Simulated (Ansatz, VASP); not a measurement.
# Ga2SnTe2 in VASP and in Ansatz

```xyz
5
Lattice="4.2042 0.0000 0.0000 -2.1021 3.6410 0.0000 0.0000 0.0000 9.5026" Properties=species:S:1:pos:R:3 pbc="T T T"
Ga    0.0000    0.0000    2.0656
Ga    0.0000    0.0000    7.4370
Sn    0.0000    0.0000    4.7513
Te    0.0000    2.4273    1.2062
Te    2.1021    1.2137    8.2964
```

Alike in both runs: task single point; functional PBE; k mesh 6 × 6 × 2; occupations gaussian, width 0.1 eV; no spin polarisation.

|  | VASP | Ansatz |
| --- | --- | --- |
| version | VASP 6.6.1 | Ansatz 0.2.0 |
| potentials or method | VASP PAW PBE potentials, release 64 (Ga_d, Sn_d, Te), cutoff 520 eV | scalar-relativistic, plane waves, PAW |
| valence electrons in the cell | 52 | 72 |

Ansatz gave:

* gap on the k mesh at the Fermi level (eV): none
* pressure (GPa): 5.9
* traceless stress, the component that is largest in VASP (GPa): 1.11
* rms of the force components (eV/Å): 0.673

Problem. What did VASP give for the same quantities?

Solution. gap on the k mesh at the Fermi level (eV): none; pressure (GPa): 6.0; traceless stress, the component that is largest in VASP (GPa): 1.05; rms of the force components (eV/Å): 0.680.

Atom by atom the forces differ by 0.007 eV/Å (rms over components). A gap of «none» marks a metal or a gap that the smearing closes. VASP's potentials hold 52 valence electrons a cell and Ansatz's 72, so a difference there can come from the potentials and not from the codes.

Neither program's run includes spin-orbit coupling.
